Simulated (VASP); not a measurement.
# KZnF3 (Pm-3m) in VASP: notebook, part 2 of 2

VASP 6.6.1. The steps go on from the part before.

### Step 4. Single point, PBE

This run uses another cell than the first one, of 12.09 Å³/atom, 1.097 times its volume.

The input, INCAR:

```
SYSTEM = KZnF3
PREC = Accurate ; ENCUT = 520
EDIFF = 1E-6 ; ISMEAR = 0
SIGMA = 0.02 ; LREAL = .FALSE.
LASPH = .TRUE. ; NELM = 80
ALGO = Normal ; ISIF = 2
LWAVE = .FALSE. ; LCHARG = .FALSE.
GGA = PE ; NBANDS = 29
```

The input, KPOINTS:

```
regular mesh
0
G
  6 6 6
  0 0 0
```

The input, POSCAR:

```
KZnF3
1.0
    3.9247348945      0.0000000000      0.0000000000
    0.0000000000      3.9247348945      0.0000000000
    0.0000000000      0.0000000000      3.9247348945
K Zn F
1 1 3
Direct
    0.0000000000      0.0000000000      0.0000000000
    0.5000000000      0.5000000000      0.5000000000
    0.0000000000      0.5000000000      0.5000000000
    0.5000000000      0.0000000000      0.5000000000
    0.5000000000      0.5000000000      0.0000000000
```

Potentials or basis: VASP PAW PBE potentials, release 64 (K_sv, Zn, F).

Command:

```console
$ cat potpaw_PBE.64/K_sv/POTCAR potpaw_PBE.64/Zn/POTCAR potpaw_PBE.64/F/POTCAR > POTCAR
$ mpirun -np 1 vasp_std > vasp.out
```

OUTCAR:

```text
SYSTEM = KZnF3
   PREC = Accurate
   ENCUT = 520
   EDIFF = 1E-6
   ISMEAR = 0
   LREAL = .FALSE.
   LASPH = .TRUE.
   NELM = 80
   ISIF = 2
   GGA = PE

 ion  position               nearest neighbor table
   1  0.000  0.000  0.000-   3 2.78   4 2.78   5 2.78   3 2.78   4 2.78   3 2.78   5 2.78   3 2.78
                             4 2.78   5 2.78   4 2.78   5 2.78   2 3.40   2 3.40   2 3.40   2 3.40
   2  0.500  0.500  0.500-   3 1.96   4 1.96   5 1.96   5 1.96   4 1.96   3 1.96   1 3.40   1 3.40
                             1 3.40   1 3.40   1 3.40   1 3.40   1 3.40   1 3.40
   3  0.000  0.500  0.500-   2 1.96   2 1.96   1 2.78   1 2.78   1 2.78   1 2.78
   4  0.500  0.000  0.500-   2 1.96   2 1.96   1 2.78   1 2.78   1 2.78   1 2.78
   5  0.500  0.500  0.000-   2 1.96   2 1.96   1 2.78   1 2.78   1 2.78   1 2.78

  LATTYP: Found a simple cubic cell.
 ALAT       =     3.9247348945

  Lattice vectors:

 A1 = (   3.9247348945,   0.0000000000,   0.0000000000)
 A2 = (   0.0000000000,   3.9247348945,   0.0000000000)
 A3 = (   0.0000000000,   0.0000000000,   3.9247348945)

Analysis of symmetry for initial positions (statically):
=====================================================================
 Subroutine PRICEL returns:
 Original cell was already a primitive cell.

 Routine SETGRP: Setting up the symmetry group for a
 simple cubic supercell.

 Subroutine GETGRP returns: Found 48 space group operations
 (whereof 48 operations were pure point group operations)
 out of a pool of 48 trial point group operations.

The static configuration has the point symmetry O_h .

Analysis of symmetry for dynamics (positions and initial velocities):
=====================================================================
 Subroutine PRICEL returns:
 Original cell was already a primitive cell.

 Routine SETGRP: Setting up the symmetry group for a
 simple cubic supercell.

[... 123 lines left out ...]
   IMIX   =      4    mixing-type and parameters
     AMIX     =   0.40;   BMIX     =  1.00
     AMIX_MAG =   1.60;   BMIX_MAG =  1.00
  volume/ion in A,a.u.               =      12.09        81.59
  Fermi-wavevector in a.u.,A,eV,Ry     =   1.449932  2.739974 28.603562  2.102302
  Thomas-Fermi vector in A             =   2.567602
   LORBIT       =      0    0 simple, 1 ext, 2 COOP (PROOUT), +10 PAW based schemes
   GGA     = PE    functional components
   LHFCALC =     F    Hartree Fock is set to
   AEXX    =    0.0000 exact exchange contribution
   IVDW    =     0    specifies the selected vdW correction
   LEPSILON=     F    determine dielectric tensor
   LRPA    =     F    only Hartree local field effects (RPA)
 non-spin polarized calculation
 Gauss-broadening in eV      SIGMA  =   0.02
  energy-cutoff  :      520.00
  volume of cell :       60.45
 maximum number of plane-waves:      1654
 NGX is ok and might be reduce to    30
   NGX = 15   NGY = 15   NGZ = 15

 number of electron      41.9999964 magnetization

 Free energy of the ion-electron system (eV)
  ---------------------------------------------------
  ext. energy  EPLUGINS =         0.00000000
  ---------------------------------------------------
  free energy    TOTEN  =       -19.88368287 eV

  energy without entropy =      -19.88368287  energy(sigma->0) =      -19.88368287

 E-fermi :   0.4427     XC(G=0): -10.3767

 val. band max:        0.2878527945   @ k =   0.5000   0.5000   0.5000
 cond. band min:       4.3275332442   @ k =   0.0000   0.0000   0.0000
 fundamental gap:      4.0396804496
 Fermi energy:         0.4427265684

 k-point     1 :       0.0000    0.0000    0.0000
  band No.  band energies     occupation
      1     -27.2001      2.00000
      2     -22.1788      2.00000
      3     -21.4185      2.00000
      4     -21.4185      2.00000
      5     -10.7009      2.00000
      6     -10.7009      2.00000
[... 629 lines left out ...]
     28      12.7570      0.00000
     29      14.1679      0.00000

------------------------ aborting loop because EDIFF is reached ----------------------------------------

  FORCE on cell =-STRESS in cart. coord.  units (eV):
  Direction    XX          YY          ZZ          XY          YZ          ZX
  --------------------------------------------------------------------------------------
  -------------------------------------------------------------------------------------
  Total        5.9161506      5.9161506      5.9161506     -0.0000000     -0.0000000      0.0000000
  in kB      156.7901664    156.7901664    156.7901664     -0.0000000     -0.0000000      0.0000000
  external PRESSURE =     156.7901664 kB  Pullay stress =       0.0000000 kB

 VOLUME and BASIS-vectors are now :
 -----------------------------------------------------------------------------
  energy-cutoff  :      520.00
  volume of cell :       60.45
      direct lattice vectors                 reciprocal lattice vectors
     3.924734894  0.000000000  0.000000000     0.254794280  0.000000000  0.000000000
     0.000000000  3.924734894  0.000000000     0.000000000  0.254794280  0.000000000
     0.000000000  0.000000000  3.924734894     0.000000000  0.000000000  0.254794280

 POSITION                                       TOTAL-FORCE (eV/Angst)
 -----------------------------------------------------------------------------------
      0.00000      0.00000      0.00000         0.000000      0.000000      0.000000
      1.96237      1.96237      1.96237         0.000000      0.000000      0.000000
      0.00000      1.96237      1.96237         0.000000      0.000000      0.000000
      1.96237      0.00000      1.96237         0.000000      0.000000      0.000000
      1.96237      1.96237      0.00000         0.000000      0.000000      0.000000
 -----------------------------------------------------------------------------------
    total drift:                                0.000000      0.000000     -0.000000

  FREE ENERGIE OF THE ION-ELECTRON SYSTEM (eV)
  ---------------------------------------------------
  free  energy   TOTEN  =       -19.8836828663 eV

  energy  without entropy=      -19.8836828663  energy(sigma->0) =      -19.88368287
```

stdout:

```text
POSCAR found type information on POSCAR K ZnF
 POSCAR found :  3 types and       5 ions
 scaLAPACK will be used
 LDA part: xc-table for (Slater+PW92), standard interpolation
 POSCAR, INCAR and KPOINTS ok, starting setup
 FFT: planning ... GRIDC
 FFT: planning ... GRID_SOFT
 FFT: planning ... GRID
 WAVECAR not read
 entering main loop
```

Wall time 34 s (1 thread of Intel Xeon Platinum 8259CL at 2.50GHz (Skylake/Cascade Lake), shared host); peak memory 0.18 GiB.

What came out:

```
Free energy            : -19.8837 eV
Pressure               : 15.7 GPa
Band gap on the k mesh : 4.04 eV, indirect (least direct gap 6.48 eV)
```

Levels at points of the mesh, in eV from the valence-band top:
```tsv
k point	band 19	band 20	band 21	band 22	band 23	band 24
(0.00, 0.00, 0.00)	-2.44	-2.44	-2.44	4.04	8.24	8.24
(0.50, 0.00, 0.00)	-2.09	-2.09	-1.64	7.05	8.34	9.32
(0.50, 0.50, 0.00)	-2.18	-2.08	0.00	8.37	10.01	10.47
(0.50, 0.50, 0.50)	-2.06	0.00	0.00	8.25	8.25	8.25
```
